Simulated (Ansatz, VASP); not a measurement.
## Two plane-wave programs on MgSe

File POSCAR:

```
MgSe
1.0
    0.0000000000      2.7362756101      2.7362756101
    2.7362756101      0.0000000000      2.7362756101
    2.7362756101      2.7362756101      0.0000000000
Mg Se
1 1
Direct
    0.0000000000      0.0000000000      0.0000000000
    0.5000000000      0.5000000000      0.5000000000
```

File INCAR.step1:

```
SYSTEM = MgSe
ALGO     = Normal         ! electronic algorithm
EDIFF    = 1E-5           ! SCF threshold, eV
ENCUT    = 520            ! plane-wave cutoff, eV
GGA      = PE             ! functional
GGA_COMPAT= .FALSE.      
ISIF     = 2              ! what is computed and relaxed
ISMEAR   = 0              ! smearing method
LASPH    = .TRUE.         ! aspherical terms in the spheres
LREAL    = .FALSE.        ! projectors in reciprocal space
LWAVE    = .TRUE.         ! write WAVECAR
NBANDS   = 11             ! bands
NELM     = 120            ! most SCF steps
PREC     = Accurate       ! precision mode
SIGMA    = 0.01           ! smearing width, eV
```

The input INCAR.step2:

```
SYSTEM = MgSe
ALGO     = Normal         ! electronic algorithm
EDIFF    = 1E-6           ! SCF threshold, eV
ENCUT    = 520            ! plane-wave cutoff, eV
GGA      = PE             ! functional
GGA_COMPAT= .FALSE.      
HFSCREEN = 0.2079         ! screening, 1/A
ISIF     = 2              ! what is computed and relaxed
ISMEAR   = 0              ! smearing method
ISTART   = 1            
LASPH    = .TRUE.         ! aspherical terms in the spheres
LCHARG   = .TRUE.         ! write CHGCAR
LELF     = .TRUE.         ! ELF
LHFCALC  = .TRUE.         ! exact exchange
LREAL    = .FALSE.        ! projectors in reciprocal space
LVHAR    = .TRUE.       
LWAVE    = .FALSE.        ! write WAVECAR
NBANDS   = 11             ! bands
NELM     = 120            ! most SCF steps
PREC     = Accurate       ! precision mode
PRECFOCK = Normal       
SIGMA    = 0.01           ! smearing width, eV
```

The input KPOINTS:

```
k-points
0
G
  6 6 6
  0 0 0
```

Input for Ansatz:

```yaml
crystal:
  lattice:
    - [0.0, 2.7362756101, 2.7362756101]
    - [2.7362756101, 0.0, 2.7362756101]
    - [2.7362756101, 2.7362756101, 0.0]
  atoms:
    - { symbol: Mg, position: [0.0, 0.0, 0.0] }
    - { symbol: Se, position: [0.5, 0.5, 0.5] }
kpoints:
  mp_grid: { grid: [6, 6, 6] }
  band_path:
    path:
      - [0.0, 0.0, 0.0]
      - [0.5, 0.0, 0.5]
      - [0.625, 0.25, 0.625]
      - [0.375, 0.375, 0.75]
      - [0.5, 0.5, 0.5]
      - [0.5, 0.25, 0.75]
      - [0.0, 0.5, 0.5]
    npoints: 1
hamiltonian:
  xc: hse06
scf:
  occupations: { method: fixed }
  n_extra_bands: 4
output:
  forces: true
  stress: true
  eigenvalues: true
  write_density: true
  write_potential: true
  elf: true
  volumetric_format: npy
```

Alike in both runs: task single point; functional HSE06; k mesh 6 × 6 × 6; no spin polarisation.

|  | VASP | Ansatz |
| --- | --- | --- |
| version | VASP 6.6.1 | Ansatz 0.2.0 |
| potentials or method | VASP PAW PBE potentials, release 64 (Mg, Se) | plane waves, PAW |
| plane-wave cutoff (eV) | 520 | 420 |
| occupations | gaussian, width 0.01 eV | fixed |
| valence electrons in the cell | 8 | 26 |

```tsv
	VASP	Ansatz	Ansatz less VASP
gap on the k mesh at the Fermi level (eV)	2.62	2.66	+0.031
pressure (GPa)	-0.6	-0.2	+0.32
```

VASP's potentials hold 8 valence electrons a cell and Ansatz's 26, so a difference there can come from the potentials and not from the codes. Ansatz's warnings: stress exchange threshold loose, stress scf threshold loose.
